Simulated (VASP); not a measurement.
Here is a VASP 6.6.1 calculation.

INCAR

```
PREC = Accurate
ENCUT = 600
EDIFF = 1E-7
ISMEAR = -1
SIGMA = 0.05
LREAL = F
LASPH = T
NELM = 100
ALGO = Normal
ISIF = 3
LWAVE = F
LCHARG = F
GGA = PE
IVDW = 13
IBRION = 2
NSW = 60
EDIFFG = -0.01
```

File KPOINTS:

```
regular mesh
0
Gamma
  10 10 6
```

The input POSCAR:

```
Ti
1.0
    2.9500000000      0.0000000000      0.0000000000
   -1.4750000000      2.5547749412      0.0000000000
    0.0000000000      0.0000000000      4.6800000000
Ti
2
Direct
    0.6666666667      0.3333333333      0.7500000000
    0.3333333333      0.6666666667      0.2500000000
```

Potentials or basis: VASP PAW PBE potentials, release 64 (Ti_sv).

Launch:

```console
$ cat potpaw_PBE.64/Ti_sv/POTCAR > POTCAR
$ mpirun -np 1 vasp_std > vasp.out
```

Problem. What does it give for the relaxed volume?

Solution. 17.06 Å³/atom.

Problem. Predict the band gap on the k mesh.

Solution. Zero (band 12 reaches 9.31 eV, above the bottom of band 13 at 8.31 eV).

Problem. Predict the space group after relaxing (to 0.05 Å).

Solution. P6_3/mmc (No. 194).

Final structure:
```
CELL_PARAMETERS angstrom
2.92182 0.00000 0.00000
-1.46091 2.53037 0.00000
0.00000 0.00000 4.61402
ATOMIC_POSITIONS crystal
Ti 0.66667 0.33333 0.75000
Ti 0.33333 0.66667 0.25000
```

Caveat: pairwise dispersion overbinds metals, which lowers pressure and volume.
